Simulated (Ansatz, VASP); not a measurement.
**C: VASP beside Ansatz**

```
C
1.0
    -1.23278    2.13410    0.00000
    -1.23278    0.00000   -3.39788
    -3.69834   -2.13410    0.00000
C
4
Cartesian
  -3.6984 -1.4226 -0.0184
  -2.4655 0.7115 0.0184
  -2.4656 -0.7115 -0.0184
  -1.2327 1.4226 0.0184
```

Change from the starting cell: mode 4 frozen in at +0.000 Å and mode 6 at -0.018 Å (largest displacements).

Alike in both runs: task single point; functional PBE; dispersion D3(BJ); k mesh 14 × 10 × 8; occupations gaussian, width 0.03 eV; no spin polarisation.

|  | VASP | Ansatz |
| --- | --- | --- |
| version | VASP 6.6.1 | Ansatz 0.2.0 |
| potentials or method | VASP PAW PBE potentials, release 64 (C), cutoff 520 eV | scalar-relativistic, plane waves, PAW |
| valence electrons in the cell | 16 | 16 |

```csv
,VASP,Ansatz,Ansatz less VASP
gap on the k mesh at the Fermi level (eV),0.46,0.46,0.000
least direct gap on the mesh (eV),0.56,0.56,0.000
pressure (GPa),0.3,-0.1,-0.44
"traceless stress, the component that is largest in VASP (GPa)",-0.52,0.01,+0.531
rms of the force components (eV/Å),0.186,0.187,+0.0010
```

Atom by atom the forces differ by 0.001 eV/Å (rms over components).
